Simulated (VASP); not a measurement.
# Hf (P6/mmm) in VASP: further runs

The runs below take Hf through single point, with LDA.

All numbers are computed with VASP 6.6.1; they aren't measurements. Logs are shortened: lines on timing, memory, paths and dates and some standing lists are left out, and cuts for length are marked.

## (1) The cell of the first run

Symmetry: P6/mmm, No. 191, hexagonal system. The conventional cell has a = 4.895 Å, b = 4.895 Å, c = 3.045 Å, α = 90.00°, β = 90.00°, γ = 120.00°. Hf (site symmetry 6/mmm) has 14 Hf at 3.04 to 3.21 Å within 4.0 Å. Within 3.7 Å of Hf (site symmetry -6m2) lie 11 Hf at 2.83 to 3.21 Å.

## (2) Single point, LDA

File INCAR:

```
SYSTEM = Hf
PREC     = Accurate       ! precision mode
ENCUT    = 520            ! plane-wave cutoff, eV
EDIFF    = 1E-6           ! SCF threshold, eV
ISMEAR   = -1             ! smearing method
SIGMA    = 0.05           ! smearing width, eV
LREAL    = .FALSE.        ! projectors in reciprocal space
LASPH    = .TRUE.         ! aspherical terms in the spheres
NELM     = 80             ! most SCF steps
ALGO     = Fast           ! electronic algorithm
ISIF     = 2              ! what is computed and relaxed
LWAVE    = .FALSE.        ! write WAVECAR
LCHARG   = .FALSE.        ! write CHGCAR
GGA      = CA             ! functional
NBANDS   = 22             ! bands
```

File KPOINTS:

```
regular mesh
0
G
  6 6 9
  0 0 0
```

File POSCAR:

```
Hf
1.0
    4.8952628153      0.0000000000      0.0000000000
   -2.4476314076      4.2394219562      0.0000000000
    0.0000000000      0.0000000000      3.0445212957
Hf
3
Direct
    0.0000000000      0.0000000000      0.0000000000
    0.3333333333      0.6666666667      0.5000000000
    0.6666666667      0.3333333333      0.5000000000
```

Potentials or basis: VASP PAW LDA potentials, release 64 (Hf_pv).

Run with:

```sh
cat potpaw_LDA.64/Hf_pv/POTCAR > POTCAR
mpirun -np 1 vasp_std > vasp.out
```

OUTCAR:

```text
SYSTEM = Hf
   PREC = Accurate
   ENCUT = 520
   EDIFF = 1E-6
   ISMEAR = -1
   LREAL = .FALSE.
   LASPH = .TRUE.
   NELM = 80
   ISIF = 2
   GGA = CA

 ion  position               nearest neighbor table
   1  0.000  0.000  0.000-   2 3.21   3 3.21   2 3.21   3 3.21   2 3.21   2 3.21   3 3.21   3 3.21
                             3 3.21   3 3.21   2 3.21   2 3.21
   2  0.333  0.667  0.500-   3 2.83   3 2.83   3 2.83   1 3.21   1 3.21   1 3.21   1 3.21   1 3.21
                             1 3.21
   3  0.667  0.333  0.500-   2 2.83   2 2.83   2 2.83   1 3.21   1 3.21   1 3.21   1 3.21   1 3.21
                             1 3.21

  LATTYP: Found a hexagonal cell.
 ALAT       =     4.8952628153
 C/A-ratio  =     0.6219321435

  Lattice vectors:

 A1 = (   4.8952628153,   0.0000000000,   0.0000000000)
 A2 = (  -2.4476314076,   4.2394219562,   0.0000000000)
 A3 = (   0.0000000000,   0.0000000000,   3.0445212957)

Analysis of symmetry for initial positions (statically):
=====================================================================
 Subroutine PRICEL returns:
 Original cell was already a primitive cell.

 Routine SETGRP: Setting up the symmetry group for a
 hexagonal supercell.

 Subroutine GETGRP returns: Found 24 space group operations
 (whereof 24 operations were pure point group operations)
 out of a pool of 24 trial point group operations.

The static configuration has the point symmetry D_6h.

Analysis of symmetry for dynamics (positions and initial velocities):
=====================================================================
 Subroutine PRICEL returns:
 Original cell was already a primitive cell.

 Routine SETGRP: Setting up the symmetry group for a
 hexagonal supercell.

 Subroutine GETGRP returns: Found 24 space group operations
 (whereof 24 operations were pure point group operations)
 out of a pool of 24 trial point group operations.

The dynamic configuration has the point symmetry D_6h.

 Subroutine INISYM returns: Found 24 space group operations
 (whereof 24 operations are pure point group operations),
 and found     1 'primitive' translations

----------------------------------------------------------------------------------------

                                     Primitive cell

  volume of cell :      63.1832

  direct lattice vectors                    reciprocal lattice vectors
     4.895262815  0.000000000  0.000000000     0.204279124  0.117940607  0.000000000
    -2.447631408  4.239421956  0.000000000     0.000000000  0.235881215  0.000000000
     0.000000000  0.000000000  3.044521296     0.000000000  0.000000000  0.328458862

  length of vectors
     4.895262815  4.895262815  3.044521296     0.235881215  0.235881215  0.328458862

  position of ions in fractional coordinates (direct lattice)
     0.000000000  0.000000000  0.000000000
     0.333333333  0.666666667  0.500000000
     0.666666667  0.333333333  0.500000000

  ion indices of the primitive-cell ions
   primitive index   ion index
                 1           1
                 2           2
                 3           3

----------------------------------------------------------------------------------------

 KPOINTS: regular mesh

Automatic generation of k-mesh.
 Grid dimensions read from file:
 generate k-points for:    6    6    9

 Generating k-lattice:

  Cartesian coordinates                     Fractional coordinates (reciprocal lattice)
     0.034046521  0.019656768  0.000000000     0.166666667  0.000000000  0.000000000
     0.000000000  0.039313536  0.000000000     0.000000000  0.166666667  0.000000000
     0.000000000  0.000000000  0.036495429     0.000000000  0.000000000  0.111111111

  Length of vectors
     0.039313536  0.039313536  0.036495429

  Shift w.r.t. Gamma in fractional coordinates (k-lattice)
     0.000000000  0.000000000  0.000000000

 Subroutine IBZKPT returns following result:
 ===========================================

 Found     35 irreducible k-points:

 Following reciprocal coordinates:
            Coordinates               Weight
  0.000000  0.000000  0.000000      1.000000
  0.166667 -0.000000  0.000000      6.000000
  0.333333 -0.000000  0.000000      6.000000
  0.500000  0.000000  0.000000      3.000000
  0.166667  0.166667  0.000000      6.000000
  0.333333  0.166667  0.000000     12.000000
[... 16 lines left out ...]
  0.166667 -0.000000  0.333333     12.000000
  0.333333 -0.000000  0.333333     12.000000
 [... further k-points ...]
   k-points           NKPTS =     35   k-points in BZ     NKDIM =     35   number of bands    NBANDS=     22
   number of dos      NEDOS =    301   number of ions     NIONS =      3
   total plane-waves  NPLWV =  31104
   dimension x,y,z NGX =    36 NGY =   36 NGZ =   24
   dimension x,y,z NGXF=    72 NGYF=   72 NGZF=   48
   ions per type =               3
   NGX,Y,Z   is equivalent  to a cutoff of  12.23, 12.23, 13.11 a.u.
   NGXF,Y,Z  is equivalent  to a cutoff of  24.45, 24.45, 26.21 a.u.
 SYSTEM =  Hf
   PREC   = accura    normal or accurate (medium, high low for compatibility)
   ISTART =      0    job   : 0-new  1-cont  2-samecut
   ICHARG =      2    charge: 1-file 2-atom 10-const
   ISPIN  =      1    spin polarized calculation?
   LNONCOLLINEAR =      F non collinear calculations
   LSORBIT =      F    spin-orbit coupling
   LASPH  =      T    aspherical Exc in radial PAW
   ENCUT  =  520.0 eV  38.22 Ry    6.18 a.u.   9.10  9.10  5.66*2*pi/ulx,y,z
   NELM   =     80;   NELMIN=  2; NELMDL= -5     # of ELM steps
   EDIFF  = 0.1E-05   stopping-criterion for ELM
   LREAL  =      F    real-space projection
   EDIFFG = 0.1E-04   stopping-criterion for IOM
   NSW    =      0    number of steps for IOM
   IBRION =     -1    ionic relax: 0-MD 1-quasi-New 2-CG
   NFREE  =      0    steps in history (QN), initial steepest desc. (CG)
   ISIF   =      2    stress and relaxation
   ISYM   =      2    0-nonsym 1-usesym 2-fastsym
   POTIM  = 0.5000    time-step for ionic-motion
   TEBEG  =    0.0;   TEEND  =   0.0 temperature during run
   PSTRESS=    0.0 pullay stress
   NELECT =      30.0000    total number of electrons
   NUPDOWN=      -1.0000    fix difference up-down
   EMIN   =  10.00;   EMAX   =-10.00  energy-range for DOS
   EFERMI =   0.00;   METHOD = LEGACY
   ISMEAR =    -1;   SIGMA  =   0.05  broadening in eV -4-tet -1-fermi 0-gaus
   EFERMI_NEDOS =   21; number of points for ismear=-14 and -15
   IALGO  =     68    algorithm
   IMIX   =      4    mixing-type and parameters
     AMIX     =   0.40;   BMIX     =  1.00
     AMIX_MAG =   1.60;   BMIX_MAG =  1.00
  volume/ion in A,a.u.               =      21.06       142.13
  Fermi-wavevector in a.u.,A,eV,Ry     =   1.277168  2.413498 22.193253  1.631158
  Thomas-Fermi vector in A             =   2.409783
   LORBIT       =      0    0 simple, 1 ext, 2 COOP (PROOUT), +10 PAW based schemes
   GGA     = CA    functional components
   LHFCALC =     F    Hartree Fock is set to
   AEXX    =    0.0000 exact exchange contribution
   IVDW    =     0    specifies the selected vdW correction
   LEPSILON=     F    determine dielectric tensor
   LRPA    =     F    only Hartree local field effects (RPA)
 non-spin polarized calculation
 RMM-DIIS sequential band-by-band and
  energy-cutoff  :      520.00
  volume of cell :       63.18
 maximum number of plane-waves:      1728
   NGX = 19   NGY = 19   NGZ = 11

 number of electron      29.9999999 magnetization

 Free energy of the ion-electron system (eV)
  ---------------------------------------------------
  ext. energy  EPLUGINS =         0.00000000
  ---------------------------------------------------
  free energy    TOTEN  =       -32.01155184 eV

  energy without entropy =      -31.98715465  energy(sigma->0) =      -31.99935324

 E-fermi :   5.0196     XC(G=0): -11.7463

 val. band max:        5.0144128334   @ k =   0.3333   0.3333   0.3333
 cond. band min:       5.0247564420   @ k =   0.1667   0.1667   0.0000
 fundamental gap:      0.0103436086
 Fermi energy:         5.0196001669

 k-point     1 :       0.0000    0.0000    0.0000
  band No.  band energies     occupation
      1     -25.4554      2.00000
      2     -25.4554      2.00000
      3     -25.4364      2.00000
      4     -25.4364      2.00000
      5     -24.9811      2.00000
      6     -24.7039      2.00000
[... 14 lines left out ...]
     21       7.9404      0.00000
     22       7.9682      0.00000

 k-point     2 :       0.1667   -0.0000    0.0000
  band No.  band energies     occupation
      1     -25.6012      2.00000
      2     -25.5561      2.00000
      3     -25.2843      2.00000
      4     -25.2584      2.00000
      5     -24.9673      2.00000
      6     -24.7075      2.00000
[... 14 lines left out ...]
     21       7.4816      0.00000
     22       8.8971      0.00000

 k-point     3 :       0.3333   -0.0000    0.0000
  band No.  band energies     occupation
      1     -25.7115      2.00000
      2     -25.5226      2.00000
      3     -25.1607      2.00000
      4     -25.1594      2.00000
      5     -24.9373      2.00000
      6     -24.7729      2.00000
[... 14 lines left out ...]
     21       8.4289      0.00000
     22       9.3559      0.00000

 k-point     4 :       0.5000    0.0000    0.0000
  band No.  band energies     occupation
      1     -25.7514      2.00000
      2     -25.4134      2.00000
      3     -25.2528      2.00000
      4     -25.1137      2.00000
      5     -24.9207      2.00000
      6     -24.7942      2.00000
[... 14 lines left out ...]
     21       8.1337      0.00000
     22       9.4935      0.00000

 k-point     5 :       0.1667    0.1667    0.0000
  band No.  band energies     occupation
      1     -25.6374      2.00000
      2     -25.6033      2.00000
      3     -25.2227      2.00000
      4     -25.1168      2.00000
      5     -24.9454      2.00000
      6     -24.7550      2.00000
[... 417 lines left out ...]
 k-point    22 :       0.0000    0.0000    0.3333
  band No.  band energies     occupation
      1     -25.4079      2.00000
      2     -25.3733      2.00000
      3     -25.3733      2.00000
      4     -25.3412      2.00000
      5     -25.3412      2.00000
      6     -25.2511      2.00000
[... 14 lines left out ...]
     21       9.2358      0.00000
     22       9.7684      0.00000

 k-point    23 :       0.1667   -0.0000    0.3333
  band No.  band energies     occupation
      1     -25.4775      2.00000
      2     -25.4499      2.00000
      3     -25.3714      2.00000
      4     -25.3119      2.00000
      5     -25.2756      2.00000
      6     -25.1657      2.00000
[... 14 lines left out ...]
     21       9.1321      0.00000
     22       9.9022      0.00000

 k-point    24 :       0.3333   -0.0000    0.3333
  band No.  band energies     occupation
      1     -25.5298      2.00000
      2     -25.5211      2.00000
      3     -25.4316      2.00000
      4     -25.2263      2.00000
      5     -25.1929      2.00000
      6     -25.0924      2.00000
[... 14 lines left out ...]
     21       8.7755      0.00000
     22       9.6578      0.00000

 [... further k-points ...]
[... 5 lines left out ...]
  --------------------------------------------------------------------------------------
  -------------------------------------------------------------------------------------
  Total       -1.0742691     -1.0742691     -0.5801450     -0.0000000      0.0000000      0.0000000
  in kB      -27.2409351    -27.2409351    -14.7111106     -0.0000000      0.0000000      0.0000000
  external PRESSURE =     -23.0643269 kB  Pullay stress =       0.0000000 kB

 VOLUME and BASIS-vectors are now :
 -----------------------------------------------------------------------------
  energy-cutoff  :      520.00
  volume of cell :       63.18
      direct lattice vectors                 reciprocal lattice vectors
     4.895262815  0.000000000  0.000000000     0.204279124  0.117940607  0.000000000
    -2.447631408  4.239421956  0.000000000     0.000000000  0.235881215  0.000000000
     0.000000000  0.000000000  3.044521296     0.000000000  0.000000000  0.328458862

 POSITION                                       TOTAL-FORCE (eV/Angst)
 -----------------------------------------------------------------------------------
      0.00000      0.00000      0.00000         0.000000      0.000000     -0.000000
     -0.00000      2.82628      1.52226        -0.000000      0.000000      0.000000
      2.44763      1.41314      1.52226         0.000000      0.000000     -0.000000
 -----------------------------------------------------------------------------------
    total drift:                                0.000000     -0.000000     -0.000000

  FREE ENERGIE OF THE ION-ELECTRON SYSTEM (eV)
  ---------------------------------------------------
  free  energy   TOTEN  =       -32.0115518366 eV

  energy  without entropy=      -31.9871546469  energy(sigma->0) =      -31.99935324
```

Run time: 22 s. Hardware: 1 thread of Intel Xeon 6975P-C (Granite Rapids), shared host; peak memory 0.17 GiB.

Results:

```yaml
Free_energy: -32.0116 eV
Pressure: -2.3 GPa
Band_gap_on_the_k_mesh: zero (band 15 reaches 5.28 eV, above the bottom of band 16 at 4.49 eV)
```

Stress tensor (GPa, compression positive):
```
-2.72  0.00  0.00
 0.00 -2.72  0.00
 0.00  0.00 -1.47
```

Caveat: spin-orbit coupling is left out, which moves the levels of the heavy elements.

## (3) Single point, LDA

This run uses another cell than the first one, of 21.50 Å³/atom, 1.021 times its volume.

File INCAR:

```
PREC = Accurate
ENCUT = 520
EDIFF = 1E-6
ISMEAR = -1
SIGMA = 0.05
LREAL = False
LASPH = True
NELM = 80
ALGO = Normal
ISIF = 2
LWAVE = False
LCHARG = True
LELF = True
LVHAR = True
NBANDS = 22
```

File KPOINTS:

```
regular mesh
0
Gamma
  6 6 9
```

File POSCAR:

```
Hf
1.0
    4.9290243154      0.0000000000      0.0000000000
   -2.4645121577      4.2686602729      0.0000000000
    0.0000000000      0.0000000000      3.0655186578
Hf
3
Direct
    0.0000000000      0.0000000000      0.0000000000
    0.3333333333      0.6666666667      0.5000000000
    0.6666666667      0.3333333333      0.5000000000
```

Potentials or basis: VASP PAW LDA potentials, release 64 (Hf_pv).

Run with:

```sh
cat potpaw_LDA.64/Hf_pv/POTCAR > POTCAR
mpirun -np 1 vasp_std > vasp.out
```

It took 31 s on 1 thread of Intel Xeon 6975P-C (Granite Rapids), shared host; peak memory 0.18 GiB.

It converged, with:

```yaml
Free_energy: -31.9834 eV
Pressure: -4.6 GPa
Band_gap_on_the_k_mesh: zero (band 15 reaches 5.13 eV, above the bottom of band 16 at 4.33 eV)
```

Stress tensor (GPa, compression positive):
```
-4.97  0.00  0.00
 0.00 -4.97  0.00
 0.00  0.00 -3.78
```

Levels at points of the mesh, in eV from the Fermi level:
| k point | band 12 | band 13 | band 14 | band 15 | band 16 | band 17 | band 18 | band 19 |
| --- | --- | --- | --- | --- | --- | --- | --- | --- |
| (0.00, 0.00, 0.00) | -0.64 | -0.59 | -0.59 | -0.53 | -0.53 | 1.06 | 2.11 | 2.11 |
| (0.50, 0.00, 0.00) | -3.60 | -0.51 | -0.49 | -0.39 | 0.15 | 0.84 | 1.33 | 1.54 |

Caveat: spin-orbit coupling is left out, which moves the levels of the heavy elements.
